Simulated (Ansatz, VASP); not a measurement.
**Two plane-wave programs on Hg2ICl**

```
Hg I Cl
1.0
     4.47157    0.00000    0.00000
     0.00000    4.47157    0.00000
     0.00000    0.00000    6.33975
Hg I Cl
2 1 1
Direct
  0.00000 0.00000 0.00000
  0.50000 0.50000 0.50000
  0.50000 0.50000 0.00000
  0.00000 0.00000 0.50000
```

Change from the starting cell: species swapped into the Pb2SeS type (P4/mmm, No. 123).

Alike in both runs: task relaxation of cell and atoms; functional PBE; k mesh 10 × 10 × 8; occupations gaussian, width 0.1 eV; no spin polarisation.

|  | VASP | Ansatz |
| --- | --- | --- |
| version | VASP 6.6.1 | Ansatz 0.2.0 |
| potentials or method | VASP PAW PBE potentials, release 64 (Hg, I, Cl), cutoff 600 eV | scalar-relativistic, plane waves, PAW |
| valence electrons in the cell | 38 | 64 |

|  | VASP | Ansatz | Ansatz less VASP |
| --- | --- | --- | --- |
| gap on the k mesh at the Fermi level, each at its own relaxed structure (eV) | none | none | - |
| relaxed volume (Å³/atom) | 36.60 | 36.83 | +0.230 |
| relaxed length of the cell vector where the two differ most in proportion (Å) | 5.100 | 5.122 | +0.0217 |

A gap of «none» marks a metal or a gap that the smearing closes. VASP's potentials hold 38 valence electrons a cell and Ansatz's 64, so a difference there can come from the potentials and not from the codes.

Spin-orbit coupling is off throughout. Noted on VASP's run: the volume moved by over 15 % at a fixed basis, so the end points are rough.
